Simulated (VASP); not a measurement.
**Hf: single point with PBE**

Hf:

```
Hf
1.0
    -2.75662    2.75662    1.50378
     2.75662   -2.75662    1.50378
     2.75662    2.75662   -1.50378
Hf
2
Direct
  0.00000 0.00000 0.00000
  0.75000 0.25000 0.50000
```

* Program: VASP 6.6.1
* Task: single point
* Functional: PBE
* Potentials or basis: VASP PAW PBE potentials, release 64 (Hf_pv)
* Cutoff: 500 eV
* k mesh: 6 × 6 × 6
* Occupations: gaussian, width 0.1 eV
* Spin: no spin polarisation
* Dipole correction: no
* Further INCAR settings: ALGO = Normal; EDIFF = 1e-06; NBANDS = 17

```
Pressure               : 1.8 GPa
Band gap on the k mesh : zero (band 10 reaches 4.56 eV, above the bottom of band 11 at 3.84 eV)
```

Stress tensor (GPa, compression positive):
```
2.13 0.00 0.00
0.00 2.13 0.00
0.00 0.00 1.00
```

Levels at points of the mesh, in eV from the Fermi level:
```tsv
k point	band 6	band 7	band 8	band 9	band 10	band 11	band 12	band 13	band 14	band 15
(0.00, 0.00, 0.00)	-29.90	-6.83	-3.00	-1.06	-1.00	0.26	3.84	3.84	3.92	3.92
(0.50, 0.00, 0.00)	-29.85	-2.91	-2.27	-1.04	-0.28	0.66	1.81	1.81	3.79	4.33
(0.50, 0.50, 0.00)	-29.85	-3.75	-3.75	-0.49	-0.49	0.87	0.87	2.25	2.25	5.01
(0.50, 0.50, 0.50)	-29.80	-3.28	-3.28	0.17	0.17	0.19	0.19	3.31	3.31	4.57
```

It took 23 s on 1 thread of Intel(R) Xeon(R) 6975P-C (Granite Rapids) (shared host), peak memory 0.17 GiB.

Caveat: the k points lie up to 0.40 Å⁻¹ apart; spin-orbit coupling is left out, which moves the levels of the heavy elements.
